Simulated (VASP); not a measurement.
Re, 1 atom in the cell. It takes space group Im-3m (No. 229, cubic). Conventional cell: a = 3.084 Å, b = 3.084 Å, c = 3.084 Å, α = 90.00°, β = 90.00°, γ = 90.00°. Re (site symmetry m-3m) has 14 Re at 2.67 to 3.08 Å within 3.5 Å. This isn't the form of Re at room conditions, which is hcp.

- Program: VASP 6.6.1
- Task: relaxation of cell and atoms
- Functional: PBEsol
- Potentials or basis: VASP PAW PBE potentials, release 64 (Re)
- Cutoff: 600 eV
- k mesh: 20 × 20 × 20
- Occupations: gaussian, width 0.1 eV
- Spin: no spin polarisation
- Dipole correction: no
- Further INCAR settings: ALGO = Fast; EDIFF = 1e-06; IBRION = 2; EDIFFG = -0.01; NSW = 80; ISIF = 3

Potentials or basis: VASP PAW PBE potentials, release 64 (Re).

The run is started by

```console
$ cat potpaw_PBE.64/Re/POTCAR > POTCAR
$ mpirun -np 1 vasp_std > vasp.out
```

Hardware: 1 thread of Intel Xeon 8259CL, with other jobs on the host.

How long does it take, and how much memory?

It took 82 s on 1 thread of Intel Xeon 8259CL (shared host), peak memory 0.18 GiB. Counts: scf iterations 23, k points 256, ion steps 3.
